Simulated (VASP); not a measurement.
# Ni (P6_3/mmc) in VASP: further runs, part 2 of 2

VASP 6.6.1. Earlier steps stand in the parts before.

### 4 Single point, LDA (10.85 Å³/atom)

This run uses another cell than the first one, of 10.85 Å³/atom.

Contents of INCAR:

```
SYSTEM = Ni
PREC = Accurate
ENCUT = 520
EDIFF = 1E-7
ISMEAR = -1
SIGMA = 0.1
LREAL = .FALSE.
LASPH = .TRUE.
NELM = 60
ALGO = Normal
ISIF = 2
LWAVE = .FALSE.
LCHARG = .FALSE.
GGA = CA
NBANDS = 17
```

Contents of KPOINTS:

```
Automatic mesh
0
G
  17 17 9
  0 0 0
```

Contents of POSCAR:

```
Ni
1.0
    2.4789977138      0.0000000000      0.0000000000
   -1.2394988569      2.1468749961      0.0000000000
    0.0000000000      0.0000000000      4.0764078532
Ni
2
Direct
    0.3333333333      0.6666666667      0.2500000000
    0.6666666667      0.3333333333      0.7500000000
```

Potentials or basis: VASP PAW LDA potentials, release 64 (Ni).

Run with:

```bash
cat potpaw_LDA.64/Ni/POTCAR > POTCAR
mpirun -np 1 vasp_std > vasp.out
```

OUTCAR:

```text
SYSTEM = Ni
   PREC = Accurate
   ENCUT = 520
   EDIFF = 1E-7
   ISMEAR = -1
   LREAL = .FALSE.
   LASPH = .TRUE.
   NELM = 60
   ISIF = 2
   GGA = CA

 ion  position               nearest neighbor table
   1  0.333  0.667  0.250-   2 2.49   2 2.49   2 2.49   2 2.49   2 2.49   2 2.49
   2  0.667  0.333  0.750-   1 2.49   1 2.49   1 2.49   1 2.49   1 2.49   1 2.49

  LATTYP: Found a hexagonal cell.
 ALAT       =     2.4789977138
 C/A-ratio  =     1.6443774153

  Lattice vectors:

 A1 = (   2.4789977138,   0.0000000000,   0.0000000000)
 A2 = (  -1.2394988569,   2.1468749961,   0.0000000000)
 A3 = (   0.0000000000,   0.0000000000,   4.0764078532)

Analysis of symmetry for initial positions (statically):
=====================================================================
 Subroutine PRICEL returns:
 Original cell was already a primitive cell.

 Routine SETGRP: Setting up the symmetry group for a
 hexagonal supercell.

 Subroutine GETGRP returns: Found 24 space group operations
 (whereof 12 operations were pure point group operations)
 out of a pool of 24 trial point group operations.

The static configuration has the point symmetry D_3d.
 The point group associated with its full space group is D_6h.

Analysis of symmetry for dynamics (positions and initial velocities):
=====================================================================
 Subroutine PRICEL returns:
 Original cell was already a primitive cell.

 Routine SETGRP: Setting up the symmetry group for a
 hexagonal supercell.

 Subroutine GETGRP returns: Found 24 space group operations
 (whereof 12 operations were pure point group operations)
 out of a pool of 24 trial point group operations.
[... 107 lines left out ...]
   NFREE  =      0    steps in history (QN), initial steepest desc. (CG)
   ISIF   =      2    stress and relaxation
   ISYM   =      2    0-nonsym 1-usesym 2-fastsym
   POTIM  = 0.5000    time-step for ionic-motion
   TEBEG  =    0.0;   TEEND  =   0.0 temperature during run
   PSTRESS=    0.0 pullay stress
   NELECT =      20.0000    total number of electrons
   NUPDOWN=      -1.0000    fix difference up-down
   EMIN   =  10.00;   EMAX   =-10.00  energy-range for DOS
   EFERMI =   0.00;   METHOD = LEGACY
   ISMEAR =    -1;   SIGMA  =   0.10  broadening in eV -4-tet -1-fermi 0-gaus
   EFERMI_NEDOS =   21; number of points for ismear=-14 and -15
   IALGO  =     38    algorithm
   IMIX   =      4    mixing-type and parameters
     AMIX     =   0.40;   BMIX     =  1.00
     AMIX_MAG =   1.60;   BMIX_MAG =  1.00
  volume/ion in A,a.u.               =      10.85        73.20
  Fermi-wavevector in a.u.,A,eV,Ry     =   1.593302  3.010903 34.539886  2.538610
  Thomas-Fermi vector in A             =   2.691553
   LORBIT       =      0    0 simple, 1 ext, 2 COOP (PROOUT), +10 PAW based schemes
   GGA     = CA    functional components
   LHFCALC =     F    Hartree Fock is set to
   AEXX    =    0.0000 exact exchange contribution
   IVDW    =     0    specifies the selected vdW correction
   LEPSILON=     F    determine dielectric tensor
   LRPA    =     F    only Hartree local field effects (RPA)
 non-spin polarized calculation
  energy-cutoff  :      520.00
  volume of cell :       21.70
 maximum number of plane-waves:       598
   NGX =  9   NGY =  9   NGZ = 15

 number of electron      20.0000010 magnetization

 Free energy of the ion-electron system (eV)
  ---------------------------------------------------
  ext. energy  EPLUGINS =         0.00000000
  ---------------------------------------------------
  free energy    TOTEN  =       -13.04636518 eV

  energy without entropy =      -12.85809103  energy(sigma->0) =      -12.95222811

 E-fermi :   8.9568     XC(G=0): -13.6278

 val. band max:        8.9561711259   @ k =   0.3529   0.0000   0.0000
 cond. band min:       8.9578281117   @ k =   0.4118   0.0588   0.4444
 fundamental gap:      0.0016569858
 Fermi energy:         8.9568338068

 k-point     1 :       0.0000    0.0000    0.0000
  band No.  band energies     occupation
      1       0.0841      2.00000
      2       4.4611      2.00000
      3       7.0204      2.00000
      4       7.1177      2.00000
      5       7.1177      2.00000
      6       7.3926      2.00000
[... 457 lines left out ...]
      4       6.0779      2.00000
      5       7.0322      2.00000
      6       7.0955      2.00000
[... 9 lines left out ...]
     16      28.9872      0.00000
     17      29.3711      0.00000

 [... further k-points ...]
[... 5 lines left out ...]
  --------------------------------------------------------------------------------------
  -------------------------------------------------------------------------------------
  Total       -2.1712154     -2.1712154     -2.1774124      0.0000000      0.0000000      0.0000000
  in kB     -160.3441002   -160.3441002   -160.8017480      0.0000000      0.0000000      0.0000000
  external PRESSURE =    -160.4966495 kB  Pullay stress =       0.0000000 kB

 VOLUME and BASIS-vectors are now :
 -----------------------------------------------------------------------------
  energy-cutoff  :      520.00
  volume of cell :       21.70
      direct lattice vectors                 reciprocal lattice vectors
     2.478997714  0.000000000  0.000000000     0.403388835  0.232896653  0.000000000
    -1.239498857  2.146874996  0.000000000     0.000000000  0.465793305  0.000000000
     0.000000000  0.000000000  4.076407853     0.000000000  0.000000000  0.245314021

 POSITION                                       TOTAL-FORCE (eV/Angst)
 -----------------------------------------------------------------------------------
     -0.00000      1.43125      1.01910        -0.000000     -0.000000      0.000000
      1.23950      0.71562      3.05731         0.000000      0.000000      0.000000
 -----------------------------------------------------------------------------------
    total drift:                               -0.000000      0.000000     -0.000000

  FREE ENERGIE OF THE ION-ELECTRON SYSTEM (eV)
  ---------------------------------------------------
  free  energy   TOTEN  =       -13.0463651816 eV

  energy  without entropy=      -12.8580910315  energy(sigma->0) =      -12.95222811
```

Run time: 76 s. Hardware: 1 thread of Intel Xeon 8259CL, shared host; peak memory 0.16 GiB.

What came out:

```yaml
Free_energy: -13.0464 eV
Pressure: -16.0 GPa
Band_gap_on_the_k_mesh: zero (bands 10 and 11 overlap by 0.48 eV)
```

Caveat: the cell stands under tension; the run has no spin polarisation, though such a crystal can be magnetic.

### 5 The runs side by side

| cell | k mesh | gap on the mesh (eV) | pressure (GPa) |
| --- | --- | --- | --- |
| a = 2.416, b = 2.416, c = 3.973 Å, angles 90.0, 90.0, 120.0°, 2 atoms | 14 × 14 × 8 | none | -0.1 |
| a = 2.384, b = 2.384, c = 3.919 Å, angles 90.0, 90.0, 120.0°, 2 atoms | 17 × 17 × 9 | none | 11.1 |
| a = 2.479, b = 2.479, c = 4.076 Å, angles 90.0, 90.0, 120.0°, 2 atoms | 17 × 17 × 9 | none | -16.0 |

Alike in all rows: task single point; level LDA; potentials or basis VASP PAW LDA potentials, release 64 (Ni); no spin polarisation; cutoff (eV) 520; smearing fermi-dirac 0.1 eV.

Caveats: the run has no spin polarisation, though such a crystal can be magnetic; the cell stands under pressure (at least some runs); the cell stands under tension (at least some runs).

Total energies depend on the potentials used, so only differences within one code and one set of settings carry meaning.
